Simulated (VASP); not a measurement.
# Mg5CdSe6 (P-3m1) in VASP: relaxation of cell and atoms with PBE

Aim: the relaxation of cell and atoms of Mg5CdSe6 with PBE.

Program: VASP 6.6.1. These are calculated values, not measurements. Logs are shortened: lines on timing, memory, paths and dates and some standing lists are left out, and cuts for length are marked.

### Step 1. The cell of the first run

Symmetry: P-3m1, No. 164, trigonal system. Conventional cell: a = 3.928 Å, b = 3.928 Å, c = 19.227 Å, α = 90.00°, β = 90.00°, γ = 120.00°. Within 3.6 Å of Mg (site symmetry 3m) lie 6 Se at 2.76 to 2.77 Å. Within 3.6 Å of Mg (site symmetry 3m) lie 6 Se at 2.76 to 2.77 Å. Mg (site symmetry -3m) has 6 Se at 2.77 Å within 3.6 Å. Within 3.7 Å of Cd (site symmetry -3m) lie 6 Se at 2.84 Å. Within 3.6 Å of Se (site symmetry 3m) lie 6 Mg at 2.76 to 2.77 Å. Se (site symmetry 3m) has 6 Mg at 2.77 Å within 3.6 Å. Se (site symmetry 3m) has 3 Mg at 2.76 Å and 3 Cd at 2.84 Å within 3.6 Å.

### Step 2. Relaxation of cell and atoms, PBE

INCAR

```
PREC = Accurate
ENCUT = 600
EDIFF = 1E-6
ISMEAR = 0
SIGMA = 0.02
LREAL = False
LASPH = True
NELM = 80
ALGO = Normal
ISIF = 3
LWAVE = False
LCHARG = False
GGA = PE
IBRION = 2
NSW = 100
EDIFFG = -0.01
```

KPOINTS

```
Automatic mesh
0
Gamma
  12 12 2
```

POSCAR

```
Mg5CdSe6
1.0
    3.9283410836      0.0000000000      0.0000000000
   -1.9641705418      3.4020431731      0.0000000000
    0.0000000000      0.0000000000     19.2268289466
Mg Cd Se
5 1 6
Direct
    0.3333333333      0.6666666667      0.8290880039
    0.6666666667      0.3333333333      0.6646758401
    0.0000000000      0.0000000000      0.5000000000
    0.3333333333      0.6666666667      0.3353241599
    0.6666666667      0.3333333333      0.1709119961
    0.0000000000      0.0000000000      0.0000000000
    0.0000000000      0.0000000000      0.7468221885
    0.3333333333      0.6666666667      0.5823510022
    0.6666666667      0.3333333333      0.4176489978
    0.0000000000      0.0000000000      0.2531778115
    0.3333333333      0.6666666667      0.0893086958
    0.6666666667      0.3333333333      0.9106913042
```

Potentials or basis: VASP PAW PBE potentials, release 64 (Mg, Cd, Se).

Run with:

```console
$ cat potpaw_PBE.64/Mg/POTCAR potpaw_PBE.64/Cd/POTCAR potpaw_PBE.64/Se/POTCAR > POTCAR
$ mpirun -np 1 vasp_std > vasp.out
```

OUTCAR:

```text
PREC = Accurate
   ENCUT = 600
   EDIFF = 1E-6
   ISMEAR = 0
   LREAL = False
   LASPH = True
   NELM = 80
   ISIF = 3
   GGA = PE
   IBRION = 2
   NSW = 100
   EDIFFG = -0.01

 ion  position               nearest neighbor table
   1  0.333  0.667  0.829-  12 2.76  12 2.76  12 2.76   7 2.77   7 2.77   7 2.77
   2  0.667  0.333  0.665-   7 2.76   7 2.76   7 2.76   8 2.77   8 2.77   8 2.77
   3  0.000  0.000  0.500-   8 2.77   9 2.77   8 2.77   9 2.77   9 2.77   8 2.77
   4  0.333  0.667  0.335-  10 2.76  10 2.76  10 2.76   9 2.77   9 2.77   9 2.77
   5  0.667  0.333  0.171-  11 2.76  11 2.76  11 2.76  10 2.77  10 2.77  10 2.77
   6  0.000  0.000  0.000-  11 2.84  12 2.84  11 2.84  12 2.84  12 2.84  11 2.84
   7  0.000  0.000  0.747-   2 2.76   2 2.76   2 2.76   1 2.77   1 2.77   1 2.77
   8  0.333  0.667  0.582-   2 2.77   2 2.77   2 2.77   3 2.77   3 2.77   3 2.77
   9  0.667  0.333  0.418-   4 2.77   4 2.77   4 2.77   3 2.77   3 2.77   3 2.77
  10  0.000  0.000  0.253-   4 2.76   4 2.76   4 2.76   5 2.77   5 2.77   5 2.77
  11  0.333  0.667  0.089-   5 2.76   5 2.76   5 2.76   6 2.84   6 2.84   6 2.84
  12  0.667  0.333  0.911-   1 2.76   1 2.76   1 2.76   6 2.84   6 2.84   6 2.84

  LATTYP: Found a hexagonal cell.
 ALAT       =     3.9283410836
 C/A-ratio  =     4.8943888877

  Lattice vectors:

 A1 = (   3.9283410836,   0.0000000000,   0.0000000000)
 A2 = (  -1.9641705418,   3.4020431731,   0.0000000000)
 A3 = (   0.0000000000,   0.0000000000,  19.2268289466)

Analysis of symmetry for initial positions (statically):
=====================================================================
 Subroutine PRICEL returns:
 Original cell was already a primitive cell.

 Routine SETGRP: Setting up the symmetry group for a
 hexagonal supercell.

 Subroutine GETGRP returns: Found 12 space group operations
 (whereof 12 operations were pure point group operations)
 out of a pool of 24 trial point group operations.

The static configuration has the point symmetry D_3d.

Analysis of symmetry for dynamics (positions and initial velocities):
=====================================================================
 Subroutine PRICEL returns:
 Original cell was already a primitive cell.

 Routine SETGRP: Setting up the symmetry group for a
 hexagonal supercell.

 Subroutine GETGRP returns: Found 12 space group operations
 (whereof 12 operations were pure point group operations)
 out of a pool of 24 trial point group operations.

The dynamic configuration has the point symmetry D_3d.

 Subroutine INISYM returns: Found 12 space group operations
 (whereof 12 operations are pure point group operations),
 and found     1 'primitive' translations

----------------------------------------------------------------------------------------

                                     Primitive cell

  volume of cell :     256.9548

  direct lattice vectors                    reciprocal lattice vectors
     3.928341084  0.000000000  0.000000000     0.254560380  0.146970504  0.000000000
    -1.964170542  3.402043173  0.000000000     0.000000000  0.293941008  0.000000000
     0.000000000  0.000000000 19.226828947     0.000000000  0.000000000  0.052010657

  length of vectors
     3.928341084  3.928341084 19.226828947     0.293941008  0.293941008  0.052010657

  position of ions in fractional coordinates (direct lattice)
     0.333333333  0.666666667  0.829088004
     0.666666667  0.333333333  0.664675840
     0.000000000  0.000000000  0.500000000
     0.333333333  0.666666667  0.335324160
     0.666666667  0.333333333  0.170911996
     0.000000000  0.000000000  0.000000000
     0.000000000  0.000000000  0.746822188
     0.333333333  0.666666667  0.582351002
     0.666666667  0.333333333  0.417648998
     0.000000000  0.000000000  0.253177812
     0.333333333  0.666666667  0.089308696
     0.666666667  0.333333333  0.910691304

  ion indices of the primitive-cell ions
   primitive index   ion index
                 1           1
                 2           2
                 3           3
                 4           4
                 5           5
                 6           6
                 7           7
                 8           8
                 9           9
                10          10
                11          11
                12          12

----------------------------------------------------------------------------------------

 KPOINTS: Automatic mesh

Automatic generation of k-mesh.
 Grid dimensions read from file:
 generate k-points for:   12   12    2

 Generating k-lattice:

  Cartesian coordinates                     Fractional coordinates (reciprocal lattice)
     0.021213365  0.012247542  0.000000000     0.083333333  0.000000000  0.000000000
     0.000000000  0.024495084  0.000000000     0.000000000  0.083333333  0.000000000
     0.000000000  0.000000000  0.026005328     0.000000000  0.000000000  0.500000000

  Length of vectors
     0.024495084  0.024495084  0.026005328

  Shift w.r.t. Gamma in fractional coordinates (k-lattice)
     0.000000000  0.000000000  0.000000000

 Subroutine IBZKPT returns following result:
 ===========================================

 Found     38 irreducible k-points:

 Following reciprocal coordinates:
            Coordinates               Weight
  0.000000  0.000000  0.000000      1.000000
  0.083333 -0.000000  0.000000      6.000000
  0.166667  0.000000  0.000000      6.000000
  0.250000  0.000000  0.000000      6.000000
  0.333333  0.000000  0.000000      6.000000
  0.416667  0.000000  0.000000      6.000000
[... 16 lines left out ...]
  0.250000  0.000000  0.500000      6.000000
  0.333333  0.000000  0.500000      6.000000
 [... further k-points ...]
   k-points           NKPTS =     38   k-points in BZ     NKDIM =     38   number of bands    NBANDS=     36
   number of dos      NEDOS =    301   number of ions     NIONS =     12
   total plane-waves  NPLWV = 163840
   dimension x,y,z NGX =    32 NGY =   32 NGZ =  160
   dimension x,y,z NGXF=    64 NGYF=   64 NGZF=  320
   ions per type =               5   1   6
   NGX,Y,Z   is equivalent  to a cutoff of  13.54, 13.54, 13.83 a.u.
   NGXF,Y,Z  is equivalent  to a cutoff of  27.08, 27.08, 27.67 a.u.
 SYSTEM =  unknown system
   PREC   = accura    normal or accurate (medium, high low for compatibility)
   ISTART =      0    job   : 0-new  1-cont  2-samecut
   ICHARG =      2    charge: 1-file 2-atom 10-const
   ISPIN  =      1    spin polarized calculation?
   LNONCOLLINEAR =      F non collinear calculations
   LSORBIT =      F    spin-orbit coupling
   LASPH  =      T    aspherical Exc in radial PAW
   ENCUT  =  600.0 eV  44.10 Ry    6.64 a.u.   7.85  7.85 38.40*2*pi/ulx,y,z
   NELM   =     80;   NELMIN=  2; NELMDL= -5     # of ELM steps
   EDIFF  = 0.1E-05   stopping-criterion for ELM
   LREAL  =      F    real-space projection
   EDIFFG = -.1E-01   stopping-criterion for IOM
   NSW    =    100    number of steps for IOM
   IBRION =      2    ionic relax: 0-MD 1-quasi-New 2-CG
   NFREE  =      1    steps in history (QN), initial steepest desc. (CG)
   ISIF   =      3    stress and relaxation
   ISYM   =      2    0-nonsym 1-usesym 2-fastsym
   POTIM  = 0.5000    time-step for ionic-motion
   TEBEG  =    0.0;   TEEND  =   0.0 temperature during run
   PSTRESS=    0.0 pullay stress
   NELECT =      58.0000    total number of electrons
   NUPDOWN=      -1.0000    fix difference up-down
   EMIN   =  10.00;   EMAX   =-10.00  energy-range for DOS
   EFERMI =   0.00;   METHOD = LEGACY
   ISMEAR =     0;   SIGMA  =   0.02  broadening in eV -4-tet -1-fermi 0-gaus
   EFERMI_NEDOS =   21; number of points for ismear=-14 and -15
   IALGO  =     38    algorithm
   IMIX   =      4    mixing-type and parameters
     AMIX     =   0.40;   BMIX     =  1.00
     AMIX_MAG =   1.60;   BMIX_MAG =  1.00
  volume/ion in A,a.u.               =      21.41       144.50
  Fermi-wavevector in a.u.,A,eV,Ry     =   0.996778  1.883638 13.518301  0.993567
  Thomas-Fermi vector in A             =   2.128890
   LORBIT       =      0    0 simple, 1 ext, 2 COOP (PROOUT), +10 PAW based schemes
   GGA     = PE    functional components
   LHFCALC =     F    Hartree Fock is set to
   AEXX    =    0.0000 exact exchange contribution
   IVDW    =     0    specifies the selected vdW correction
   LEPSILON=     F    determine dielectric tensor
   LRPA    =     F    only Hartree local field effects (RPA)
 conjugate gradient relaxation of ions
 non-spin polarized calculation
 Gauss-broadening in eV      SIGMA  =   0.02
  energy-cutoff  :      600.00
  volume of cell :      256.95
 maximum number of plane-waves:      8639
 NGX is ok and might be reduce to    32
   NGX = 15   NGY = 15   NGZ = 77

--------------------------------------- Ionic step        1  -------------------------------------------

 number of electron      57.9999998 magnetization

 Free energy of the ion-electron system (eV)
  ---------------------------------------------------
  ext. energy  EPLUGINS =         0.00000000
  ---------------------------------------------------
  free energy    TOTEN  =       -42.56229650 eV

  energy without entropy =      -42.56229650  energy(sigma->0) =      -42.56229650

------------------------ aborting loop because EDIFF is reached ----------------------------------------

  FORCE on cell =-STRESS in cart. coord.  units (eV):
  Direction    XX          YY          ZZ          XY          YZ          ZX
  --------------------------------------------------------------------------------------
  -------------------------------------------------------------------------------------
  Total       -0.3455101     -0.3455101     -0.1067796      0.0000000      0.0000000     -0.0000000
  in kB       -2.1543421     -2.1543421     -0.6657978      0.0000000      0.0000000     -0.0000000
  external PRESSURE =      -1.6581606 kB  Pullay stress =       0.0000000 kB
[... 169 lines left out ...]
  energy  without entropy=      -42.5628364566  energy(sigma->0) =      -42.56283646

--------------------------------------- Ionic step        5  -------------------------------------------

 number of electron      57.9999998 magnetization

 Free energy of the ion-electron system (eV)
  ---------------------------------------------------
  ext. energy  EPLUGINS =         0.00000000
  ---------------------------------------------------
  free energy    TOTEN  =       -42.56289393 eV

  energy without entropy =      -42.56289393  energy(sigma->0) =      -42.56289393

 E-fermi :   3.0336     XC(G=0):  -9.4851

 val. band max:        2.9113844309   @ k =   0.0000   0.0000   0.5000
 cond. band min:       3.9978729882   @ k =   0.5000   0.0000   0.0000
 fundamental gap:      1.0864885573
 Fermi energy:         3.0336182628

 k-point     1 :       0.0000    0.0000    0.0000
  band No.  band energies     occupation
      1      -9.9469      2.00000
      2      -9.7407      2.00000
      3      -9.7237      2.00000
      4      -9.2476      2.00000
      5      -9.2053      2.00000
      6      -8.9130      2.00000
[... 925 lines left out ...]
     35       7.4585      0.00000
     36       7.5225      0.00000

 [... further k-points ...]

------------------------ aborting loop because EDIFF is reached ----------------------------------------

  FORCE on cell =-STRESS in cart. coord.  units (eV):
  Direction    XX          YY          ZZ          XY          YZ          ZX
  --------------------------------------------------------------------------------------
  -------------------------------------------------------------------------------------
  Total       -0.0132508     -0.0132508      0.0435840     -0.0000000      0.0000000      0.0000000
  in kB       -0.0828570     -0.0828570      0.2725303     -0.0000000      0.0000000      0.0000000
  external PRESSURE =       0.0356054 kB  Pullay stress =       0.0000000 kB
[... 27 lines left out ...]
  FREE ENERGIE OF THE ION-ELECTRON SYSTEM (eV)
  ---------------------------------------------------
  free  energy   TOTEN  =       -42.5628939292 eV

  energy  without entropy=      -42.5628939292  energy(sigma->0) =      -42.56289393

 reached required accuracy - stopping structural energy minimisation
```

Run time: 23 min. Hardware: 1 thread of Oxide Virtual Turin-like, shared host; peak memory 0.68 GiB.

What came out:

| Property | Result |
| --- | --- |
| Free energy | -42.5629 eV |
| Relaxed volume | 21.35 Å³/atom |
| Relaxed cell | a = 3.923 Å, b = 3.923 Å, c = 19.227 Å, α = 90.00°, β = 90.00°, γ = 120.00° |
| Space group after relaxing (to 0.1 Å) | P-3m1 (No. 164) |
| Energy gained by relaxing | 0.0 meV/atom |
| Ionic steps | 5 |
| Pressure after relaxing | 0.0 GPa |
| Largest force after relaxing | 0.007 eV/Å |
| Band gap on the k mesh | 1.09 eV (least direct gap 1.52 eV) |

Forces in eV/Å, atoms in the order of the input:
```
Mg   0.000  0.000  0.002
Mg   0.000  0.000 -0.005
Mg   0.000  0.000  0.000
Mg   0.000  0.000  0.005
Mg   0.000  0.000 -0.002
Cd   0.000  0.000  0.000
Se   0.000  0.000 -0.001
Se   0.000  0.000 -0.004
Se   0.000  0.000  0.004
Se   0.000  0.000  0.001
Se   0.000  0.000  0.007
Se   0.000  0.000 -0.007
```

Step by step:
```
step  energy change (eV)  largest force (eV/Å)  pressure (GPa)  volume (Å³)
   1              0.0000                0.0176           -0.17       256.95
   2             -0.0005                0.0122            0.03       256.13
   3             -0.0005                0.0121            0.03       256.14
   4             -0.0005                0.0124            0.02       256.18
   5             -0.0006                0.0067            0.00       256.23
```

Final structure:
```yaml
crystal:
  lattice:
    - [3.92271, 0.00000, 0.00000]
    - [-1.96135, 3.39717, 0.00000]
    - [0.00000, 0.00000, 19.22737]
  atoms:
    - { symbol: Mg, position: [0.33333, 0.66667, 0.82914] }
    - { symbol: Mg, position: [0.66667, 0.33333, 0.66463] }
    - { symbol: Mg, position: [0.00000, 0.00000, 0.50000] }
    - { symbol: Mg, position: [0.33333, 0.66667, 0.33537] }
    - { symbol: Mg, position: [0.66667, 0.33333, 0.17086] }
    - { symbol: Cd, position: [0.00000, 0.00000, 0.00000] }
    - { symbol: Se, position: [0.00000, 0.00000, 0.74681] }
    - { symbol: Se, position: [0.33333, 0.66667, 0.58232] }
    - { symbol: Se, position: [0.66667, 0.33333, 0.41768] }
    - { symbol: Se, position: [0.00000, 0.00000, 0.25319] }
    - { symbol: Se, position: [0.33333, 0.66667, 0.08938] }
    - { symbol: Se, position: [0.66667, 0.33333, 0.91062] }
```

Levels at points of the mesh, in eV from the valence-band top:
```tsv
k point	band 26	band 27	band 28	band 29	band 30	band 31	band 32	band 33
(0.00, 0.00, 0.00)	-0.17	-0.17	-0.01	-0.01	1.82	3.29	3.43	3.59
(0.50, 0.00, 0.00)	-1.02	-0.92	-0.47	-0.43	1.09	2.26	2.54	3.56
(0.00, 0.00, 0.50)	-0.22	-0.22	0.00	0.00	2.23	2.70	3.63	3.64
(0.50, 0.00, 0.50)	-0.96	-0.77	-0.73	-0.46	1.22	1.90	3.09	3.28
```
